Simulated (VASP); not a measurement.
# HfSiO4 (P6_3mc) in VASP: notebook, part 2 of 2

VASP 6.6.1. Earlier steps stand in the parts before.

## Step 3: Single point, PBE

This run uses another cell than the first one, of 23.44 Å³/atom.

File INCAR:

```
ALGO = Normal
EDIFF = 1E-6
ENCUT = 600
GGA = PE
GGA_COMPAT = False
ISIF = 2
ISMEAR = 0
LASPH = True
LCHARG = False
LREAL = False
LWAVE = False
NBANDS = 50
NELM = 120
PREC = Accurate
SIGMA = 0.02
```

File KPOINTS:

```
k-points
0
Gamma
  6 6 4
```

File POSCAR:

```
HfSiO4
1.0
    5.8419467471      0.0000000000      0.0000000000
   -2.9209733735      5.0592742905      0.0000000000
    0.0000000000      0.0000000000      9.5182762480
Hf Si O
2 2 8
Direct
    0.3333333333      0.6666666667      0.4379461519
    0.6666666667      0.3333333333      0.9379461519
    0.3333333333      0.6666666667      0.0624189510
    0.6666666667      0.3333333333      0.5624189510
    0.3333333333      0.6666666667      0.2339164863
    0.6666666667      0.3333333333      0.7339164863
    0.4854385358      0.9708770716      0.0052394703
    0.5145614642      0.4854385358      0.5052394703
    0.0291229284      0.5145614642      0.0052394703
    0.5145614642      0.0291229284      0.5052394703
    0.4854385358      0.5145614642      0.0052394703
    0.9708770716      0.4854385358      0.5052394703
```

Potentials or basis: VASP PAW PBE potentials, release 64 (Hf_pv, Si, O).

The run is started by

```bash
$ cat potpaw_PBE.64/Hf_pv/POTCAR potpaw_PBE.64/Si/POTCAR potpaw_PBE.64/O/POTCAR > POTCAR
$ mpirun -np 1 vasp_std > vasp.out
```

OUTCAR:

```text
EDIFF = 1E-6
   ENCUT = 600
   GGA = PE
   ISIF = 2
   ISMEAR = 0
   LASPH = True
   LREAL = False
   NELM = 120
   PREC = Accurate

 ion  position               nearest neighbor table
   1  0.333  0.667  0.438-   5 1.94  10 1.94  12 1.94   8 1.94
   2  0.667  0.333  0.938-   6 1.94   7 1.94   9 1.94  11 1.94
   3  0.333  0.667  0.062-   5 1.63   7 1.63   9 1.63  11 1.63
   4  0.667  0.333  0.562-   6 1.63  10 1.63  12 1.63   8 1.63
   5  0.333  0.667  0.234-   3 1.63   1 1.94
   6  0.667  0.333  0.734-   4 1.63   2 1.94
   7  0.485  0.971  0.005-   3 1.63   2 1.94
   8  0.515  0.485  0.505-   4 1.63   1 1.94
   9  0.029  0.515  0.005-   3 1.63   2 1.94
  10  0.515  0.029  0.505-   4 1.63   1 1.94
  11  0.485  0.515  0.005-   3 1.63   2 1.94
  12  0.971  0.485  0.505-   4 1.63   1 1.94

  LATTYP: Found a hexagonal cell.
 ALAT       =     5.8419467471
 C/A-ratio  =     1.6292987013

[... 207 lines left out ...]
  band No.  band energies     occupation
      1     -31.2180      2.00000
      2     -31.2158      2.00000
      3     -31.2154      2.00000
      4     -31.2154      2.00000
      5     -31.2151      2.00000
      6     -31.2151      2.00000
[... 1102 lines left out ...]
     49       5.3065      0.00000
     50       5.3065      0.00000

------------------------ aborting loop because EDIFF is reached ----------------------------------------

  FORCE on cell =-STRESS in cart. coord.  units (eV):
  Direction    XX          YY          ZZ          XY          YZ          ZX
  --------------------------------------------------------------------------------------
  -------------------------------------------------------------------------------------
  Total       -0.9841405     -0.9841405     -0.9868393     -0.0000000      0.0000000      0.0000000
  in kB       -5.6048443     -5.6048443     -5.6202148     -0.0000000      0.0000000      0.0000000
  external PRESSURE =      -5.6099678 kB  Pullay stress =       0.0000000 kB

 VOLUME and BASIS-vectors are now :
 -----------------------------------------------------------------------------
  energy-cutoff  :      600.00
  volume of cell :      281.32
      direct lattice vectors                 reciprocal lattice vectors
     5.841946747  0.000000000  0.000000000     0.171175816  0.098828403  0.000000000
    -2.920973373  5.059274291  0.000000000     0.000000000  0.197656807  0.000000000
     0.000000000  0.000000000  9.518276248     0.000000000  0.000000000  0.105061040

 POSITION                                       TOTAL-FORCE (eV/Angst)
 -----------------------------------------------------------------------------------
     -0.00000      3.37285      4.16849         0.000000      0.000000     -0.001891
      2.92097      1.68642      8.92763         0.000000      0.000000     -0.001891
     -0.00000      3.37285      0.59412         0.000000      0.000000     -0.001651
      2.92097      1.68642      5.35326         0.000000      0.000000     -0.001651
     -0.00000      3.37285      2.22648         0.000000      0.000000      0.194526
      2.92097      1.68642      6.98562         0.000000      0.000000      0.194526
      0.00000      4.91193      0.04987         0.000000      0.182014     -0.063662
      1.58809      2.45597      4.80901        -0.157629      0.091007     -0.063662
     -1.33289      2.60331      0.04987        -0.157629     -0.091007     -0.063662
      2.92097      0.14734      4.80901        -0.000000     -0.182014     -0.063662
      1.33289      2.60331      0.04987         0.157629     -0.091007     -0.063662
      4.25386      2.45597      4.80901         0.157629      0.091007     -0.063662
 -----------------------------------------------------------------------------------
    total drift:                                0.000001      0.000001     -0.000035

  FREE ENERGIE OF THE ION-ELECTRON SYSTEM (eV)
  ---------------------------------------------------
  free  energy   TOTEN  =      -107.3716452479 eV

  energy  without entropy=     -107.3716452479  energy(sigma->0) =     -107.37164525
```

OSZICAR:

```text
N       E                     dE             d eps       ncg     rms          rms(c)
DAV:   1     0.607214368127E+03    0.60721E+03   -0.40973E+04  2188   0.150E+03
DAV:   2    -0.684436607960E+02   -0.67566E+03   -0.65854E+03  2844   0.355E+02
DAV:   3    -0.126276016050E+03   -0.57832E+02   -0.57589E+02  2452   0.104E+02
DAV:   4    -0.127358692796E+03   -0.10827E+01   -0.10806E+01  2808   0.154E+01
DAV:   5    -0.127379105533E+03   -0.20413E-01   -0.20399E-01  2672   0.203E+00    0.850E+01
DAV:   6    -0.107438986606E+03    0.19940E+02   -0.90805E+01  2462   0.415E+01    0.646E+01
DAV:   7    -0.107381122764E+03    0.57864E-01   -0.40389E+00  2516   0.974E+00    0.340E+01
DAV:   8    -0.107369943401E+03    0.11179E-01   -0.29842E-01  2654   0.296E+00    0.643E+00
DAV:   9    -0.107362222823E+03    0.77206E-02   -0.56146E-02  2564   0.133E+00    0.262E+00
DAV:  10    -0.107369283595E+03   -0.70608E-02   -0.82583E-03  2448   0.461E-01    0.319E-01
DAV:  11    -0.107369728502E+03   -0.44491E-03   -0.42935E-04  2784   0.108E-01    0.275E-01
DAV:  12    -0.107371696356E+03   -0.19679E-02   -0.21056E-03  2218   0.219E-01    0.199E-01
DAV:  13    -0.107371686402E+03    0.99538E-05   -0.10051E-04  2704   0.471E-02    0.638E-02
DAV:  14    -0.107371675721E+03    0.10682E-04   -0.18168E-05  2150   0.206E-02    0.316E-02
DAV:  15    -0.107371649581E+03    0.26140E-04   -0.13952E-05  2152   0.202E-02    0.324E-02
DAV:  16    -0.107371645826E+03    0.37554E-05   -0.25115E-06  2248   0.668E-03    0.247E-02
DAV:  17    -0.107371645248E+03    0.57778E-06   -0.27499E-07  1778   0.300E-03
   1 F= -.10737165E+03 E0= -.10737165E+03  d E =-.424782E-23
```

It took 12 min on 1 thread of AMD EPYC, shared host; peak memory 0.6 GiB.

Results:

- Free energy: -107.3716 eV
- Pressure: -0.6 GPa
- Largest force: 0.195 eV/Å
- Band gap on the k mesh: 4.78 eV

Forces on the atoms (eV/Å):
```
Hf   0.000  0.000 -0.002
Hf   0.000  0.000 -0.002
Si   0.000  0.000 -0.002
Si   0.000  0.000 -0.002
O    0.000  0.000  0.195
O    0.000  0.000  0.195
O    0.000  0.182 -0.064
O   -0.158  0.091 -0.064
O   -0.158 -0.091 -0.064
O    0.000 -0.182 -0.064
O    0.158 -0.091 -0.064
O    0.158  0.091 -0.064
```

Levels at points of the mesh, in eV from the valence-band top:
```tsv
k point	band 35	band 36	band 37	band 38	band 39	band 40	band 41	band 42
(0.00, 0.00, 0.00)	-0.01	-0.01	0.00	0.00	4.78	6.28	6.46	6.46
(0.50, 0.00, 0.00)	-0.70	-0.43	-0.40	0.00	6.09	6.35	6.45	6.45
(0.00, 0.00, 0.50)	-0.29	-0.29	0.00	0.00	5.37	5.37	6.50	6.50
(0.50, 0.00, 0.50)	-0.58	-0.58	-0.22	-0.22	6.25	6.25	6.46	6.46
```

Caveat: spin-orbit coupling is left out, which moves the levels of the heavy elements.
